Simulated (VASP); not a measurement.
Input of a VASP 6.6.1 run:

The input POSCAR:

```
KBr
1.0
    5.6185814203      0.0000000000      0.0000000000
   -2.8092907101      4.8658342432      0.0000000000
    0.0000000000      0.0000000000      6.5538299466
K Br
2 2
Direct
    0.2969830150      0.6567975480     -0.0432051186
    0.6953253934      0.3725934566      0.4496949149
    0.3456953872      0.6494549222      0.4282538642
    0.6580683581      0.3361637323      0.9313377139
```

INCAR.step1

```
SYSTEM = KBr
PREC = Accurate ; ENCUT = 520
ISMEAR = -1 ; SIGMA = 0.086
LREAL = .False. ; LASPH = .True.
NELM = 80 ; NBANDS = 24
GGA = PE ; ALGO = Normal
EDIFF = 1E-4 ; LWAVE = .True.
LCHARG = .False.
```

The input INCAR.step2:

```
SYSTEM = KBr
PREC = Accurate ; ENCUT = 520
EDIFF = 1E-6 ; ISMEAR = -1
SIGMA = 0.086 ; LREAL = .False.
LASPH = .True. ; NELM = 80
ALGO = Normal ; ISIF = 2
LWAVE = .False. ; LCHARG = .False.
METAGGA = R2SCAN ; LMIXTAU = .True.
NBANDS = 24 ; ISTART = 1
```

Contents of KPOINTS:

```
regular mesh
0
Gamma
  6 6 2
  0 0 0
```

Potentials or basis: VASP PAW PBE potentials, release 64 (K_sv, Br).

Run with:

```bash
$ cat potpaw_PBE.64/K_sv/POTCAR potpaw_PBE.64/Br/POTCAR > POTCAR
$ cp INCAR.step1 INCAR
$ mpirun -np 1 vasp_std > vasp.out
$ cp INCAR.step2 INCAR
$ mpirun -np 1 vasp_std > vasp.out
```

Task: What does it give for the pressure?

Result: 0.3 GPa.

Task: Predict the largest force.

Result: 0.431 eV/Å.

Task: What does it give for the band gap on the k mesh?

Result: 4.76 eV, direct.

Forces on the atoms (eV/Å):
```
K    0.230  0.119 -0.286
K    0.120 -0.297 -0.152
Br  -0.198  0.275  0.267
Br  -0.152 -0.097  0.171
```

Caveat: the k points lie up to 0.48 Å⁻¹ apart; the PAW data sets were made with another functional, which shifts forces and pressure a little. A k mesh can miss the band edges.
